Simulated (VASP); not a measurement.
# Mo (I4_1/amd) in VASP: further runs

Mo is run at these levels: PBE; tasks: single point.

Everything below comes from runs of VASP 6.6.1. Logs are shortened: lines on timing, memory, paths and dates and some standing lists are left out, and cuts for length are marked.

**1. The cell of the first run**

The structure is tetragonal, space group I4_1/amd (No. 141). The conventional cell has a = 5.070 Å, b = 5.070 Å, c = 2.647 Å, α = 90.00°, β = 90.00°, γ = 90.00°. Mo (site symmetry -4m2) has 10 Mo at 2.62 to 3.22 Å within 3.5 Å.

**2. Single point, PBE**

Input file INCAR:

```
PREC = Accurate
ENCUT = 520
EDIFF = 1E-7
ISMEAR = -1
SIGMA = 0.08
LREAL = False
LASPH = True
NELM = 60
ALGO = Normal
ISIF = 2
LWAVE = False
LCHARG = True
GGA = PE
LELF = True
LVHAR = True
NBANDS = 21
```

Input file KPOINTS:

```
Automatic mesh
0
Gamma
  16 16 16
```

Input file POSCAR:

```
Mo
1.0
   -2.5347666472      2.5347666472      1.3232624363
    2.5347666472     -2.5347666472      1.3232624363
    2.5347666472      2.5347666472     -1.3232624363
Mo
2
Direct
   -0.3750000000     -0.1250000000     -0.2500000000
    0.3750000000      0.1250000000      0.2500000000
```

Potentials or basis: VASP PAW PBE potentials, release 64 (Mo_sv).

The run is started by

```bash
> cat potpaw_PBE.64/Mo_sv/POTCAR > POTCAR
> mpirun -np 1 vasp_std > vasp.out
```

OUTCAR:

```text
PREC = Accurate
   ENCUT = 520
   EDIFF = 1E-7
   ISMEAR = -1
   LREAL = False
   LASPH = True
   NELM = 60
   ISIF = 2
   GGA = PE

 ion  position               nearest neighbor table
   1  0.625  0.875  0.750-   2 2.62   2 2.62   2 2.62   2 2.62   2 3.22   2 3.22   2 3.22   2 3.22

   2  0.375  0.125  0.250-   1 2.62   1 2.62   1 2.62   1 2.62   1 3.22   1 3.22   1 3.22   1 3.22

  LATTYP: Found a body centered tetragonal cell.
 ALAT       =     5.0695332944
 C/A-ratio  =     0.5220450718

  Lattice vectors:

 A1 = (  -2.5347666472,   2.5347666472,   1.3232624363)
 A2 = (   2.5347666472,  -2.5347666472,   1.3232624363)
 A3 = (   2.5347666472,   2.5347666472,  -1.3232624363)

Analysis of symmetry for initial positions (statically):
=====================================================================
 Subroutine PRICEL returns:
 Original cell was already a primitive cell.

 Routine SETGRP: Setting up the symmetry group for a
 body centered tetragonal supercell.

 Subroutine GETGRP returns: Found 16 space group operations
 (whereof  4 operations were pure point group operations)
 out of a pool of 16 trial point group operations.

The static configuration has the point symmetry C_2h.
 The point group associated with its full space group is D_4h.

Analysis of symmetry for dynamics (positions and initial velocities):
=====================================================================
 Subroutine PRICEL returns:
 Original cell was already a primitive cell.

 Routine SETGRP: Setting up the symmetry group for a
 body centered tetragonal supercell.

 Subroutine GETGRP returns: Found 16 space group operations
 (whereof  4 operations were pure point group operations)
 out of a pool of 16 trial point group operations.

The dynamic configuration has the point symmetry C_2h.
 The point group associated with its full space group is D_4h.

 Subroutine INISYM returns: Found 16 space group operations
 (whereof  4 operations are pure point group operations),
 and found     1 'primitive' translations

----------------------------------------------------------------------------------------

                                     Primitive cell

  volume of cell :      34.0081

  direct lattice vectors                    reciprocal lattice vectors
    -2.534766647  2.534766647  1.323262436     0.000000000  0.197256817  0.377853997
     2.534766647 -2.534766647  1.323262436     0.197256817  0.000000000  0.377853997
     2.534766647  2.534766647 -1.323262436     0.197256817  0.197256817  0.000000000

  length of vectors
     3.821139540  3.821139540  3.821139540     0.426243938  0.426243938  0.278963266

  position of ions in fractional coordinates (direct lattice)
     0.625000000  0.875000000  0.750000000
     0.375000000  0.125000000  0.250000000

  ion indices of the primitive-cell ions
   primitive index   ion index
                 1           1
                 2           2

----------------------------------------------------------------------------------------

 KPOINTS: Automatic mesh

Automatic generation of k-mesh.
 Grid dimensions read from file:
 generate k-points for:   16   16   16

 Generating k-lattice:

  Cartesian coordinates                     Fractional coordinates (reciprocal lattice)
     0.000000000  0.012328551  0.023615875     0.062500000  0.000000000  0.000000000
     0.012328551  0.000000000  0.023615875     0.000000000  0.062500000  0.000000000
     0.012328551  0.012328551  0.000000000     0.000000000  0.000000000  0.062500000

  Length of vectors
     0.026640246  0.026640246  0.017435204

  Shift w.r.t. Gamma in fractional coordinates (k-lattice)
     0.000000000  0.000000000  0.000000000

 Subroutine IBZKPT returns following result:
 ===========================================

 Found    349 irreducible k-points:

 Following reciprocal coordinates:
            Coordinates               Weight
  0.000000  0.000000  0.000000      1.000000
  0.062500  0.000000 -0.000000      8.000000
  0.125000  0.000000 -0.000000      8.000000
  0.187500  0.000000 -0.000000      8.000000
  0.250000  0.000000 -0.000000      8.000000
  0.312500  0.000000 -0.000000      8.000000
[... 16 lines left out ...]
 -0.125000  0.062500  0.000000     16.000000
 -0.062500  0.062500  0.000000      4.000000
 [... further k-points ...]
   k-points           NKPTS =    349   k-points in BZ     NKDIM =    349   number of bands    NBANDS=     21
   number of dos      NEDOS =    301   number of ions     NIONS =      2
   total plane-waves  NPLWV =  21952
   dimension x,y,z NGX =    28 NGY =   28 NGZ =   28
   dimension x,y,z NGXF=    56 NGYF=   56 NGZF=   56
   ions per type =               2
   NGX,Y,Z   is equivalent  to a cutoff of  12.18, 12.18, 12.18 a.u.
   NGXF,Y,Z  is equivalent  to a cutoff of  24.36, 24.36, 24.36 a.u.
 SYSTEM =  unknown system
   PREC   = accura    normal or accurate (medium, high low for compatibility)
   ISTART =      0    job   : 0-new  1-cont  2-samecut
   ICHARG =      2    charge: 1-file 2-atom 10-const
   ISPIN  =      1    spin polarized calculation?
   LNONCOLLINEAR =      F non collinear calculations
   LSORBIT =      F    spin-orbit coupling
   LASPH  =      T    aspherical Exc in radial PAW
   ENCUT  =  520.0 eV  38.22 Ry    6.18 a.u.   7.10  7.10  7.10*2*pi/ulx,y,z
   NELM   =     60;   NELMIN=  2; NELMDL= -5     # of ELM steps
   EDIFF  = 0.1E-06   stopping-criterion for ELM
   LREAL  =      F    real-space projection
   EDIFFG = 0.1E-05   stopping-criterion for IOM
   NSW    =      0    number of steps for IOM
   IBRION =     -1    ionic relax: 0-MD 1-quasi-New 2-CG
   NFREE  =      0    steps in history (QN), initial steepest desc. (CG)
   ISIF   =      2    stress and relaxation
   ISYM   =      2    0-nonsym 1-usesym 2-fastsym
   POTIM  = 0.5000    time-step for ionic-motion
   TEBEG  =    0.0;   TEEND  =   0.0 temperature during run
   PSTRESS=    0.0 pullay stress
   NELECT =      28.0000    total number of electrons
   NUPDOWN=      -1.0000    fix difference up-down
   EMIN   =  10.00;   EMAX   =-10.00  energy-range for DOS
   EFERMI =   0.00;   METHOD = LEGACY
   ISMEAR =    -1;   SIGMA  =   0.08  broadening in eV -4-tet -1-fermi 0-gaus
   EFERMI_NEDOS =   21; number of points for ismear=-14 and -15
   IALGO  =     38    algorithm
   IMIX   =      4    mixing-type and parameters
     AMIX     =   0.40;   BMIX     =  1.00
     AMIX_MAG =   1.60;   BMIX_MAG =  1.00
  volume/ion in A,a.u.               =      17.00       114.75
  Fermi-wavevector in a.u.,A,eV,Ry     =   1.534382  2.899562 32.032583  2.354328
  Thomas-Fermi vector in A             =   2.641318
   LORBIT       =      0    0 simple, 1 ext, 2 COOP (PROOUT), +10 PAW based schemes
   GGA     = PE    functional components
   LHFCALC =     F    Hartree Fock is set to
   AEXX    =    0.0000 exact exchange contribution
   IVDW    =     0    specifies the selected vdW correction
   LEPSILON=     F    determine dielectric tensor
   LRPA    =     F    only Hartree local field effects (RPA)
 non-spin polarized calculation
  energy-cutoff  :      520.00
  volume of cell :       34.01
 maximum number of plane-waves:       936
   NGX = 15   NGY = 15   NGZ = 15

 number of electron      27.9999995 magnetization

 Free energy of the ion-electron system (eV)
  ---------------------------------------------------
  ext. energy  EPLUGINS =         0.00000000
  ---------------------------------------------------
  free energy    TOTEN  =       -20.22052087 eV

  energy without entropy =      -20.17815194  energy(sigma->0) =      -20.19933641

 E-fermi :  11.2292     XC(G=0): -12.8156

 val. band max:       11.2262891883   @ k =   0.2500   0.1250   0.0625
 cond. band min:      11.2347596379   @ k =  -0.2500   0.5000   0.2500
 fundamental gap:      0.0084704497
 Fermi energy:        11.2292192508

 k-point     1 :       0.0000    0.0000    0.0000
  band No.  band energies     occupation
      1     -49.8482      2.00000
      2     -49.4661      2.00000
      3     -24.3365      2.00000
      4     -24.3365      2.00000
      5     -23.1694      2.00000
      6     -23.1694      2.00000
[... 13 lines left out ...]
     20      17.4286      0.00000
     21      17.4286      0.00000

 k-point     2 :       0.0625    0.0000   -0.0000
  band No.  band energies     occupation
      1     -49.8390      2.00000
      2     -49.4633      2.00000
      3     -24.3311      2.00000
      4     -24.3179      2.00000
      5     -23.1999      2.00000
      6     -23.1657      2.00000
[... 13 lines left out ...]
     20      17.8305      0.00000
     21      18.0891      0.00000

 k-point     3 :       0.1250    0.0000   -0.0000
  band No.  band energies     occupation
      1     -49.8125      2.00000
      2     -49.4557      2.00000
      3     -24.3158      2.00000
      4     -24.2652      2.00000
      5     -23.3264      2.00000
      6     -23.2933      2.00000
[... 13 lines left out ...]
     20      18.8108      0.00000
     21      19.2346      0.00000

 k-point     4 :       0.1875    0.0000   -0.0000
  band No.  band energies     occupation
      1     -49.7721      2.00000
      2     -49.4449      2.00000
      3     -24.2926      2.00000
      4     -24.1892      2.00000
      5     -23.5375      2.00000
      6     -23.4877      2.00000
[... 13 lines left out ...]
     20      19.9413      0.00000
     21      20.2789      0.00000

 k-point     5 :       0.2500    0.0000   -0.0000
  band No.  band energies     occupation
      1     -49.7227      2.00000
      2     -49.4334      2.00000
      3     -24.2649      2.00000
      4     -24.1176      2.00000
      5     -23.7817      2.00000
      6     -23.6901      2.00000
[... 13 lines left out ...]
     20      20.8134      0.00000
     21      20.8173      0.00000

 k-point     6 :       0.3125    0.0000   -0.0000
  band No.  band energies     occupation
      1     -49.6710      2.00000
      2     -49.4237      2.00000
      3     -24.2366      2.00000
      4     -24.1454      2.00000
      5     -24.0006      2.00000
      6     -23.7991      2.00000
[... 13 lines left out ...]
     20      20.7858      0.00000
     21      21.1036      0.00000

 k-point     7 :       0.3750    0.0000   -0.0000
  band No.  band energies     occupation
      1     -49.6242      2.00000
      2     -49.4180      2.00000
      3     -24.2985      2.00000
      4     -24.2122      2.00000
      5     -24.1705      2.00000
      6     -23.7562      2.00000
[... 13 lines left out ...]
     20      20.6144      0.00000
     21      20.8731      0.00000
[... 291 lines left out ...]
      1     -49.7085      2.00000
      2     -49.4475      2.00000
      3     -24.2685      2.00000
      4     -24.0596      2.00000
      5     -23.8062      2.00000
      6     -23.6626      2.00000
[... 13 lines left out ...]
     20      19.7933      0.00000
     21      21.2078      0.00000

 k-point    21 :      -0.2500    0.0625    0.0000
  band No.  band energies     occupation
      1     -49.7593      2.00000
      2     -49.4577      2.00000
      3     -24.2940      2.00000
      4     -24.1262      2.00000
      5     -23.5721      2.00000
      6     -23.4801      2.00000
[... 13 lines left out ...]
     20      19.2323      0.00000
     21      20.7278      0.00000

 k-point    22 :      -0.1875    0.0625    0.0000
  band No.  band energies     occupation
      1     -49.8022      2.00000
      2     -49.4661      2.00000
      3     -24.3143      2.00000
      4     -24.2149      2.00000
      5     -23.3761      2.00000
      6     -23.2916      2.00000
[... 13 lines left out ...]
     20      18.3420      0.00000
     21      19.8135      0.00000

 k-point    23 :      -0.1250    0.0625    0.0000
  band No.  band energies     occupation
      1     -49.8317      2.00000
      2     -49.4706      2.00000
      3     -24.3260      2.00000
      4     -24.2866      2.00000
      5     -23.2551      2.00000
      6     -23.1867      2.00000
[... 13 lines left out ...]
     20      17.5000      0.00000
     21      18.8146      0.00000

 k-point    24 :      -0.0625    0.0625    0.0000
  band No.  band energies     occupation
      1     -49.8445      2.00000
      2     -49.4698      2.00000
      3     -24.3275      2.00000
      4     -24.3270      2.00000
      5     -23.1982      2.00000
      6     -23.1832      2.00000
[... 13 lines left out ...]
     20      17.2365      0.00000
     21      18.0905      0.00000

 [... further k-points ...]

------------------------ aborting loop because EDIFF is reached ----------------------------------------

  FORCE on cell =-STRESS in cart. coord.  units (eV):
  Direction    XX          YY          ZZ          XY          YZ          ZX
  --------------------------------------------------------------------------------------
  -------------------------------------------------------------------------------------
  Total       -0.1797914     -0.1797914     -0.1749160      0.0000000     -0.0000000      0.0000000
  in kB       -8.4702775     -8.4702775     -8.2405862      0.0000000     -0.0000000      0.0000000
  external PRESSURE =      -8.3937138 kB  Pullay stress =       0.0000000 kB

 VOLUME and BASIS-vectors are now :
 -----------------------------------------------------------------------------
  energy-cutoff  :      520.00
  volume of cell :       34.01
      direct lattice vectors                 reciprocal lattice vectors
    -2.534766647  2.534766647  1.323262436     0.000000000  0.197256817  0.377853997
     2.534766647 -2.534766647  1.323262436     0.197256817  0.000000000  0.377853997
     2.534766647  2.534766647 -1.323262436     0.197256817  0.197256817  0.000000000

 POSITION                                       TOTAL-FORCE (eV/Angst)
 -----------------------------------------------------------------------------------
      2.53477      1.26738      0.99245        -0.000000     -0.000000      0.000000
     -0.00000      1.26738      0.33082         0.000000      0.000000     -0.000000
 -----------------------------------------------------------------------------------
    total drift:                               -0.000000      0.000000     -0.000000

  FREE ENERGIE OF THE ION-ELECTRON SYSTEM (eV)
  ---------------------------------------------------
  free  energy   TOTEN  =       -20.2205208748 eV

  energy  without entropy=      -20.1781519405  energy(sigma->0) =      -20.19933641
```

It took 2.9 min on 1 thread of Intel Xeon 6975P-C, shared host; peak memory 0.31 GiB.

What came out:

* Free energy: -20.2205 eV
* Pressure: -0.8 GPa
* Band gap on the k mesh: zero (band 14 reaches 13.01 eV, above the bottom of band 15 at 10.21 eV)

Levels at points of the mesh, in eV from the Fermi level:
| k point | band 10 | band 11 | band 12 | band 13 | band 14 | band 15 | band 16 | band 17 | band 18 | band 19 |
| --- | --- | --- | --- | --- | --- | --- | --- | --- | --- | --- |
| (0.00, 0.00, 0.00) | -5.21 | -3.66 | -3.23 | -2.65 | 1.76 | 1.76 | 1.80 | 1.80 | 3.81 | 5.27 |
| (0.50, 0.00, 0.00) | -4.36 | -3.09 | -2.17 | -0.57 | -0.40 | 0.72 | 1.59 | 2.86 | 2.87 | 6.05 |
| (0.50, 0.50, 0.00) | -4.22 | -2.78 | -2.78 | -1.22 | -1.22 | 0.76 | 0.76 | 2.63 | 2.63 | 2.86 |
| (0.50, 0.50, 0.50) | -4.11 | -2.46 | -2.46 | 0.15 | 0.15 | 0.71 | 0.71 | 2.20 | 2.20 | 2.21 |

(Part 1 of 2 ends here.)
